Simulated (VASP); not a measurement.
# Al (Im-3m) in VASP: notebook, part 2 of 2

VASP 6.6.1. The steps go on from the part before.

## Step 4: Single point, PBEsol

This run uses another cell than the first one, of 15.62 Å³/atom.

INCAR

```
SYSTEM = Al
PREC = Accurate ; ENCUT = 500
EDIFF = 1E-6 ; ISMEAR = -1
SIGMA = 0.05 ; LREAL = .False.
LASPH = .True. ; NELM = 120
ALGO = Normal ; ISIF = 2
LWAVE = .False. ; LCHARG = .False.
GGA = PS ; NBANDS = 8
GGA_COMPAT = .False.
```

KPOINTS

```
regular mesh
0
Gamma
  20 20 20
  0 0 0
```

POSCAR

```
Al
1.0
   -1.5745827093      1.5745827093      1.5745827093
    1.5745827093     -1.5745827093      1.5745827093
    1.5745827093      1.5745827093     -1.5745827093
Al
1
Direct
    0.0000000000      0.0000000000      0.0000000000
```

Potentials or basis: VASP PAW PBE potentials, release 64 (Al).

Command:

```console
$ cat potpaw_PBE.64/Al/POTCAR > POTCAR
$ mpirun -np 1 vasp_std > vasp.out
```

OUTCAR:

```text
SYSTEM = Al
   PREC = Accurate
   ENCUT = 500
   EDIFF = 1E-6
   ISMEAR = -1
   LREAL = .False.
   LASPH = .True.
   NELM = 120
   ISIF = 2
   GGA = PS

 ion  position               nearest neighbor table
   1  0.000  0.000  0.000-

  LATTYP: Found a body centered cubic cell.
 ALAT       =     3.1491654186

  Lattice vectors:

 A1 = (  -1.5745827093,   1.5745827093,   1.5745827093)
 A2 = (   1.5745827093,  -1.5745827093,   1.5745827093)
[... 442 lines left out ...]
      8      29.3314      0.00000

 [... further k-points ...]

------------------------ aborting loop because EDIFF is reached ----------------------------------------

  FORCE on cell =-STRESS in cart. coord.  units (eV):
  Direction    XX          YY          ZZ          XY          YZ          ZX
  --------------------------------------------------------------------------------------
  -------------------------------------------------------------------------------------
  Total        0.4947004      0.4947004      0.4947004      0.0000000      0.0000000     -0.0000000
  in kB       50.7570578     50.7570578     50.7570578      0.0000000      0.0000000     -0.0000000
  external PRESSURE =      50.7570578 kB  Pullay stress =       0.0000000 kB

 VOLUME and BASIS-vectors are now :
 -----------------------------------------------------------------------------
  energy-cutoff  :      500.00
  volume of cell :       15.62
      direct lattice vectors                 reciprocal lattice vectors
    -1.574582709  1.574582709  1.574582709     0.000000000  0.317544450  0.317544450
     1.574582709 -1.574582709  1.574582709     0.317544450  0.000000000  0.317544450
     1.574582709  1.574582709 -1.574582709     0.317544450  0.317544450  0.000000000

 POSITION                                       TOTAL-FORCE (eV/Angst)
 -----------------------------------------------------------------------------------
      0.00000      0.00000      0.00000         0.000000      0.000000      0.000000
 -----------------------------------------------------------------------------------
    total drift:                               -0.000000     -0.000000     -0.000000

  FREE ENERGIE OF THE ION-ELECTRON SYSTEM (eV)
  ---------------------------------------------------
  free  energy   TOTEN  =        -3.9801684125 eV

  energy  without entropy=       -3.9762291442  energy(sigma->0) =       -3.97819878
```

OSZICAR:

```text
N       E                     dE             d eps       ncg     rms          rms(c)
DAV:   1    -0.269239326692E+01   -0.26924E+01   -0.86285E+02  4120   0.199E+02
DAV:   2    -0.400518087186E+01   -0.13128E+01   -0.12638E+01  5752   0.182E+01
DAV:   3    -0.401122529835E+01   -0.60444E-02   -0.60390E-02  5104   0.138E+00
DAV:   4    -0.401124218661E+01   -0.16888E-04   -0.16888E-04  6000   0.660E-02
DAV:   5    -0.401124224693E+01   -0.60318E-07   -0.59084E-07  5120   0.261E-03    0.145E+00
DAV:   6    -0.399248565917E+01    0.18757E-01   -0.24893E-03  4608   0.200E-01    0.812E-01
DAV:   7    -0.398018703921E+01    0.12299E-01   -0.66580E-03  4664   0.316E-01    0.176E-01
DAV:   8    -0.398016904651E+01    0.17993E-04   -0.30770E-05  5688   0.372E-02    0.158E-02
DAV:   9    -0.398016841247E+01    0.63404E-06   -0.31593E-07  4912   0.285E-03
   1 F= -.39801684E+01 E0= -.39781988E+01  d E =-.393927E-02
```

Wall time 10 s (1 thread of AMD EPYC 9R45 (Zen 5), shared host); peak memory 0.11 GiB.

Results:

```yaml
Free_energy: -3.9802 eV
Pressure: 5.1 GPa
Band_gap_on_the_k_mesh: zero (an odd number of electrons rules out a gap without spin polarisation)
```

Levels at points of the mesh, in eV from the Fermi level:
| k point | band 1 | band 2 | band 3 | band 4 |
| --- | --- | --- | --- | --- |
| (0.00, 0.00, 0.00) | -11.53 | 13.57 | 13.57 | 13.57 |
| (0.50, 0.00, 0.00) | -4.54 | -3.93 | 8.38 | 8.57 |
| (0.50, 0.50, 0.50) | 1.95 | 1.95 | 1.95 | 2.88 |

Caveat: the cell stands under pressure; the PAW data sets were made with another functional, which shifts forces and pressure a little.

## Step 5: Single point, PBEsol

This run uses another cell than the first one, of 16.59 Å³/atom.

INCAR

```
  ALGO = Normal
  EDIFF = 1E-6
  ENCUT = 500
  GGA = PS
  GGA_COMPAT = F
  ISIF = 2
  ISMEAR = -1
  LASPH = T
  LCHARG = F
  LREAL = F
  LWAVE = F
  NBANDS = 8
  NELM = 120
  PREC = Accurate
  SIGMA = 0.05
```

KPOINTS

```
k-points
0
Gamma
  20 20 20
```

POSCAR

```
Al
1.0
   -1.6065507429      1.6065507429      1.6065507429
    1.6065507429     -1.6065507429      1.6065507429
    1.6065507429      1.6065507429     -1.6065507429
Al
1
Direct
    0.0000000000      0.0000000000      0.0000000000
```

Potentials or basis: VASP PAW PBE potentials, release 64 (Al).

Command:

```console
$ cat potpaw_PBE.64/Al/POTCAR > POTCAR
$ mpirun -np 1 vasp_std > vasp.out
```

OUTCAR:

```text
EDIFF = 1E-6
   ENCUT = 500
   GGA = PS
   ISIF = 2
   ISMEAR = -1
   LASPH = T
   LREAL = F
   NELM = 120
   PREC = Accurate

 ion  position               nearest neighbor table
   1  0.000  0.000  0.000-

  LATTYP: Found a body centered cubic cell.
 ALAT       =     3.2131014858

  Lattice vectors:

 A1 = (  -1.6065507429,   1.6065507429,   1.6065507429)
 A2 = (   1.6065507429,  -1.6065507429,   1.6065507429)
 A3 = (   1.6065507429,   1.6065507429,  -1.6065507429)

Analysis of symmetry for initial positions (statically):
=====================================================================
 Subroutine PRICEL returns:
 Original cell was already a primitive cell.

 Routine SETGRP: Setting up the symmetry group for a
 body centered cubic supercell.

 Subroutine GETGRP returns: Found 48 space group operations
 (whereof 48 operations were pure point group operations)
 out of a pool of 48 trial point group operations.

The static configuration has the point symmetry O_h .

Analysis of symmetry for dynamics (positions and initial velocities):
=====================================================================
 Subroutine PRICEL returns:
 Original cell was already a primitive cell.

 Routine SETGRP: Setting up the symmetry group for a
 body centered cubic supercell.

 Subroutine GETGRP returns: Found 48 space group operations
 (whereof 48 operations were pure point group operations)
 out of a pool of 48 trial point group operations.

The dynamic configuration has the point symmetry O_h .

 Subroutine INISYM returns: Found 48 space group operations
 (whereof 48 operations are pure point group operations),
 and found     1 'primitive' translations

----------------------------------------------------------------------------------------

                                     Primitive cell

  volume of cell :      16.5861
[... 106 lines left out ...]
     AMIX     =   0.40;   BMIX     =  1.00
     AMIX_MAG =   1.60;   BMIX_MAG =  1.00
  volume/ion in A,a.u.               =      16.59       111.93
  Fermi-wavevector in a.u.,A,eV,Ry     =   0.925836  1.749577 11.662541  0.857173
  Thomas-Fermi vector in A             =   2.051734
   LORBIT       =      0    0 simple, 1 ext, 2 COOP (PROOUT), +10 PAW based schemes
   GGA     = PS    functional components
   LHFCALC =     F    Hartree Fock is set to
   AEXX    =    0.0000 exact exchange contribution
   IVDW    =     0    specifies the selected vdW correction
   LEPSILON=     F    determine dielectric tensor
   LRPA    =     F    only Hartree local field effects (RPA)
 non-spin polarized calculation
  energy-cutoff  :      500.00
  volume of cell :       16.59
 maximum number of plane-waves:       435
   NGX = 11   NGY = 11   NGZ = 11

 number of electron       3.0000000 magnetization

 Free energy of the ion-electron system (eV)
  ---------------------------------------------------
  ext. energy  EPLUGINS =         0.00000000
  ---------------------------------------------------
  free energy    TOTEN  =        -3.99496086 eV

  energy without entropy =       -3.99136940  energy(sigma->0) =       -3.99316513

 E-fermi :   7.9064     XC(G=0): -10.2416

 val. band max:        7.9034227396   @ k =  -0.3000   0.5000   0.0500
 cond. band min:       7.9455059311   @ k =  -0.4500   0.5000   0.4000
 fundamental gap:      0.0420831915
 Fermi energy:         7.9063927659

 k-point     1 :       0.0000    0.0000    0.0000
  band No.  band energies     occupation
      1      -3.1934      2.00000
      2      21.1076      0.00000
      3      21.1076      0.00000
      4      21.1076      0.00000
      5      22.4994      0.00000
      6      22.4994      0.00000
      7      22.4994      0.00000
      8      24.1418      0.00000
[... 243 lines left out ...]
 k-point    24 :       0.2500    0.1000    0.0000
  band No.  band energies     occupation
      1      -0.4233      2.00000
      2      10.4711      0.00000
      3      14.3237      0.00000
      4      16.8532      0.00000
      5      20.0537      0.00000
      6      22.1430      0.00000
      7      24.4429      0.00000
      8      27.9191      0.00000

 [... further k-points ...]

------------------------ aborting loop because EDIFF is reached ----------------------------------------

  FORCE on cell =-STRESS in cart. coord.  units (eV):
  Direction    XX          YY          ZZ          XY          YZ          ZX
  --------------------------------------------------------------------------------------
  -------------------------------------------------------------------------------------
  Total        0.0053398      0.0053398      0.0053398      0.0000000      0.0000000      0.0000000
  in kB        0.5158106      0.5158106      0.5158106      0.0000000      0.0000000      0.0000000
  external PRESSURE =       0.5158106 kB  Pullay stress =       0.0000000 kB

 VOLUME and BASIS-vectors are now :
 -----------------------------------------------------------------------------
  energy-cutoff  :      500.00
  volume of cell :       16.59
      direct lattice vectors                 reciprocal lattice vectors
    -1.606550743  1.606550743  1.606550743     0.000000000  0.311225775  0.311225775
     1.606550743 -1.606550743  1.606550743     0.311225775  0.000000000  0.311225775
     1.606550743  1.606550743 -1.606550743     0.311225775  0.311225775  0.000000000

 POSITION                                       TOTAL-FORCE (eV/Angst)
 -----------------------------------------------------------------------------------
      0.00000      0.00000      0.00000        -0.000000     -0.000000     -0.000000
 -----------------------------------------------------------------------------------
    total drift:                               -0.000000     -0.000000     -0.000000

  FREE ENERGIE OF THE ION-ELECTRON SYSTEM (eV)
  ---------------------------------------------------
  free  energy   TOTEN  =        -3.9949608601 eV

  energy  without entropy=       -3.9913693990  energy(sigma->0) =       -3.99316513
```

stdout:

```text
POSCAR found type information on POSCAR Al
 POSCAR found :  1 types and       1 ions
 scaLAPACK will be used
 -----------------------------------------------------------------------------
|                                                                             |
|                                                                             |
|     You enforced a specific xc type in the INCAR file but a different       |
|     I HOPE YOU KNOW WHAT YOU ARE DOING!                                     |
|                                                                             |
 -----------------------------------------------------------------------------

 LDA part: xc-table for (Slater+PW92), standard interpolation
 POSCAR, INCAR and KPOINTS ok, starting setup
 FFT: planning ... GRIDC
 FFT: planning ... GRID_SOFT
 FFT: planning ... GRID
 WAVECAR not read
 entering main loop
```

Wall time 10 s (1 thread of AMD EPYC 9R45 (Zen 5), shared host); peak memory 0.11 GiB.

What came out:

| Quantity | Value |
| --- | --- |
| Free energy | -3.9950 eV |
| Pressure | 0.1 GPa |
| Band gap on the k mesh | zero (an odd number of electrons rules out a gap without spin polarisation) |

Caveat: the PAW data sets were made with another functional, which shifts forces and pressure a little.

## Step 6: Relaxation of cell and atoms, PBEsol

This run uses another cell than the first one, of 16.54 Å³/atom.

INCAR

```
SYSTEM = Al
ALGO = Normal
EDIFF = 1E-7
EDIFFG = -0.01
ENCUT = 500
GGA = PS
GGA_COMPAT = .False.
IBRION = 2
ISIF = 3
ISMEAR = -1
LASPH = .True.
LCHARG = .False.
LREAL = .False.
LWAVE = .False.
NELM = 120
NELMIN = 4
NSW = 60
PREC = Accurate
SIGMA = 0.05
```

KPOINTS

```
k-points
0
Gamma
  20 20 20
  0 0 0
```

POSCAR

```
Al
1.0
   -1.6050000000      1.6050000000      1.6050000000
    1.6050000000     -1.6050000000      1.6050000000
    1.6050000000      1.6050000000     -1.6050000000
Al
1
Direct
    0.0000000000      0.0000000000      0.0000000000
```

Potentials or basis: VASP PAW PBE potentials, release 64 (Al).

Command:

```console
$ cat potpaw_PBE.64/Al/POTCAR > POTCAR
$ mpirun -np 1 vasp_std > vasp.out
```

OUTCAR:

```text
SYSTEM = Al
   EDIFF = 1E-7
   EDIFFG = -0.01
   ENCUT = 500
   GGA = PS
   IBRION = 2
   ISIF = 3
   ISMEAR = -1
   LASPH = .True.
   LREAL = .False.
   NELM = 120
   NELMIN = 4
   NSW = 60
   PREC = Accurate

 ion  position               nearest neighbor table
   1  0.000  0.000  0.000-

  LATTYP: Found a body centered cubic cell.
 ALAT       =     3.2100000000

  Lattice vectors:

 A1 = (  -1.6050000000,   1.6050000000,   1.6050000000)
 A2 = (   1.6050000000,  -1.6050000000,   1.6050000000)
 A3 = (   1.6050000000,   1.6050000000,  -1.6050000000)

Analysis of symmetry for initial positions (statically):
=====================================================================
 Subroutine PRICEL returns:
 Original cell was already a primitive cell.

 Routine SETGRP: Setting up the symmetry group for a
 body centered cubic supercell.

 Subroutine GETGRP returns: Found 48 space group operations
 (whereof 48 operations were pure point group operations)
 out of a pool of 48 trial point group operations.

The static configuration has the point symmetry O_h .

Analysis of symmetry for dynamics (positions and initial velocities):
=====================================================================
 Subroutine PRICEL returns:
 Original cell was already a primitive cell.

 Routine SETGRP: Setting up the symmetry group for a
 body centered cubic supercell.

 Subroutine GETGRP returns: Found 48 space group operations
 (whereof 48 operations were pure point group operations)
 out of a pool of 48 trial point group operations.

The dynamic configuration has the point symmetry O_h .

 Subroutine INISYM returns: Found 48 space group operations
 (whereof 48 operations are pure point group operations),
 and found     1 'primitive' translations

[... 162 lines left out ...]
 -----------------------------------------------------------------------------------
      0.00000      0.00000      0.00000        -0.000000      0.000000     -0.000000
 -----------------------------------------------------------------------------------
    total drift:                                0.000000     -0.000000      0.000000

  FREE ENERGIE OF THE ION-ELECTRON SYSTEM (eV)
  ---------------------------------------------------
  free  energy   TOTEN  =        -3.9949110953 eV

  energy  without entropy=       -3.9913049986  energy(sigma->0) =       -3.99310805

--------------------------------------- Ionic step        2  -------------------------------------------

 number of electron       3.0000000 magnetization

 Free energy of the ion-electron system (eV)
  ---------------------------------------------------
  ext. energy  EPLUGINS =         0.00000000
  ---------------------------------------------------
  free energy    TOTEN  =        -3.99495898 eV

  energy without entropy =       -3.99137263  energy(sigma->0) =       -3.99316580

 E-fermi :   7.8952     XC(G=0): -10.2378

 val. band max:        7.8926871071   @ k =  -0.3000   0.5000   0.0500
 cond. band min:       7.9348625255   @ k =  -0.4500   0.5000   0.4000
 fundamental gap:      0.0421754184
 Fermi energy:         7.8952275798

 k-point     1 :       0.0000    0.0000    0.0000
  band No.  band energies     occupation
      1      -3.1971      2.00000
      2      21.0902      0.00000
      3      21.0902      0.00000
      4      21.0902      0.00000
      5      22.4728      0.00000
[... 177 lines left out ...]
 k-point    24 :       0.2500    0.1000    0.0000
  band No.  band energies     occupation
      1      -0.4290      2.00000
      2      10.4583      0.00000
      3      14.3082      0.00000
      4      16.8354      0.00000
      5      20.0345      0.00000

 [... further k-points ...]

------------------------ aborting loop because EDIFF is reached ----------------------------------------

  FORCE on cell =-STRESS in cart. coord.  units (eV):
  Direction    XX          YY          ZZ          XY          YZ          ZX
  --------------------------------------------------------------------------------------
  -------------------------------------------------------------------------------------
  Total       -0.0027581     -0.0027581     -0.0027581      0.0000000     -0.0000000      0.0000000
  in kB       -0.2661430     -0.2661430     -0.2661430      0.0000000     -0.0000000      0.0000000
  external PRESSURE =      -0.2661430 kB  Pullay stress =       0.0000000 kB

 VOLUME and BASIS-vectors are now :
 -----------------------------------------------------------------------------
  energy-cutoff  :      500.00
  volume of cell :       16.60
      direct lattice vectors                 reciprocal lattice vectors
    -1.607120226  1.607120226  1.607120226     0.000000000  0.311115492  0.311115492
     1.607120226 -1.607120226  1.607120226     0.311115492  0.000000000  0.311115492
     1.607120226  1.607120226 -1.607120226     0.311115492  0.311115492  0.000000000

 POSITION                                       TOTAL-FORCE (eV/Angst)
 -----------------------------------------------------------------------------------
      3.21424      0.00000      0.00000        -0.000000     -0.000000      0.000000
 -----------------------------------------------------------------------------------
    total drift:                               -0.000000     -0.000000      0.000000

  FREE ENERGIE OF THE ION-ELECTRON SYSTEM (eV)
  ---------------------------------------------------
  free  energy   TOTEN  =        -3.9949589762 eV

  energy  without entropy=       -3.9913726289  energy(sigma->0) =       -3.99316580

 reached required accuracy - stopping structural energy minimisation
```

It took 12 s on 1 thread of AMD EPYC 9R45 (Zen 5), shared host; peak memory 0.1 GiB.

What came out:

| Item | Value |
| --- | --- |
| Free energy | -3.9950 eV |
| Relaxed volume | 16.60 Å³/atom |
| Relaxed cell | a = 2.784 Å, b = 2.784 Å, c = 2.784 Å, α = 109.47°, β = 109.47°, γ = 109.47° |
| Space group after relaxing (to 0.1 Å) | Im-3m (No. 229) |
| Energy gained by relaxing | 0.0 meV/atom |
| Ionic steps | 2 |
| Pressure after relaxing | 0.0 GPa |
| Band gap on the k mesh | zero (an odd number of electrons rules out a gap without spin polarisation) |

Final structure:
```
Al
1.0
    -1.60712    1.60712    1.60712
     1.60712   -1.60712    1.60712
     1.60712    1.60712   -1.60712
Al
1
Direct
  0.00000 0.00000 0.00000
```

Levels at points of the mesh, in eV from the Fermi level:
```
           k point  band 1  band 2  band 3  band 4
(0.00, 0.00, 0.00)  -11.09   13.19   13.19   13.19
(0.50, 0.00, 0.00)   -4.30   -3.86    8.10    8.23
(0.50, 0.50, 0.50)    1.85    1.85    1.85    2.97
```

Caveat: the PAW data sets were made with another functional, which shifts forces and pressure a little.

## Step 7: Summary

| task | cell | gap on the mesh (eV) | pressure (GPa) |
| --- | --- | --- | --- |
| single point | a = 2.616 Å, angles 109.5°, 1 atom | none | 20.1 |
| single point | a = 2.684 Å, angles 109.5°, 1 atom | none | 10.1 |
| single point | a = 2.727 Å, angles 109.5°, 1 atom | none | 5.1 |
| single point | a = 2.783 Å, angles 109.5°, 1 atom | none | 0.1 |
| relaxation of cell and atoms | relaxed from a = 2.780 Å, angles 109.5°, 1 atom | none | 0.0 |

Alike in all rows: level PBEsol; potentials or basis VASP PAW PBE potentials, release 64 (Al); no spin polarisation; k mesh 20 × 20 × 20; cutoff (eV) 500; smearing fermi-dirac 0.05 eV.

Caveats: the PAW data sets were made with another functional, which shifts forces and pressure a little; the cell stands under pressure (at least some runs).

Absolute energies hang on the potentials; compare differences alone.
